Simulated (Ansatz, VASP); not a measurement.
## One calculation of Nb2Te, two programs

```
Nb Te
1.0
     3.25115    0.00000    0.00000
    -1.62557    2.81558    0.00000
     0.00000    0.00000    6.88625
Nb Te
2 1
Direct
  0.66667 0.33333 0.69125
  0.66667 0.33333 0.30875
  0.00000 0.00000 0.00000
```

Alike in both runs: functional PBE; k mesh 18 × 18 × 8; occupations gaussian, width 0.1 eV; no spin polarisation.

Ansatz relaxed the structure, and its values are those at the end. VASP's run is a single point on that final structure, the one shown.

|  | VASP | Ansatz |
| --- | --- | --- |
| version | VASP 6.6.1 | Ansatz 0.2.0 |
| potentials or method | VASP PAW PBE potentials, release 64 (Nb_sv, Te), cutoff 520 eV | scalar-relativistic, plane waves, PAW |
| valence electrons in the cell | 32 | 42 |

Ansatz gave:

```
gap on the k mesh at the Fermi level (eV) : none
pressure (GPa)                            : 0.0
rms of the force components (eV/Å)        : 0.002
```

**Question.** Which values does VASP return?

**Answer.** gap on the k mesh at the Fermi level (eV): none; pressure (GPa): -0.2; rms of the force components (eV/Å): 0.006.

A gap of «none» marks a metal or a gap that the smearing closes. VASP's potentials hold 32 valence electrons a cell and Ansatz's 42, so a difference there can come from the potentials and not from the codes.

Neither program's run includes spin-orbit coupling.
